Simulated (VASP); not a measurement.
Input of a VASP 6.6.1 run:

File INCAR:

```
SYSTEM = SiB2
ALGO = Normal
EDIFF = 1E-6
ENCUT = 520
GGA = PE
ISIF = 2
ISMEAR = 0
LASPH = .TRUE.
LCHARG = .FALSE.
LREAL = .FALSE.
LWAVE = .FALSE.
NBANDS = 12
NELM = 60
PREC = Accurate
SIGMA = 0.1
```

The input KPOINTS:

```
k-points
0
G
  6 6 4
  0 0 0
```

Contents of POSCAR:

```
SiB2
1.0
    2.8628270500      0.0000000000      0.0000000000
   -1.4314135200      2.4792809500      0.0000000000
    0.0000000000      0.0000000000      4.3548535700
Si B
1 2
Direct
    0.6666666700      0.3333333300      0.0000000000
    0.0000000000      0.0000000000      0.3075542000
    0.0000000000      0.0000000000      0.6924458000
```

Potentials or basis: VASP PAW PBE potentials, release 64 (Si, B).

The run is started by

```sh
$ cat potpaw_PBE.64/Si/POTCAR potpaw_PBE.64/B/POTCAR > POTCAR
$ mpirun -np 1 vasp_std > vasp.out
```

What does it give for the pressure?

4.2 GPa.

What does it give for the band gap on the k mesh?

Zero (bands 5 and 6 overlap by 6.61 eV).

Forces in eV/Å, atoms in the order of the input:
```
Si   0.000  0.000  0.000
B    0.000  0.000  0.688
B    0.000  0.000 -0.688
```

Caveat: the k points lie up to 0.42 Å⁻¹ apart, too coarse for converged energies and pressures of a metal.
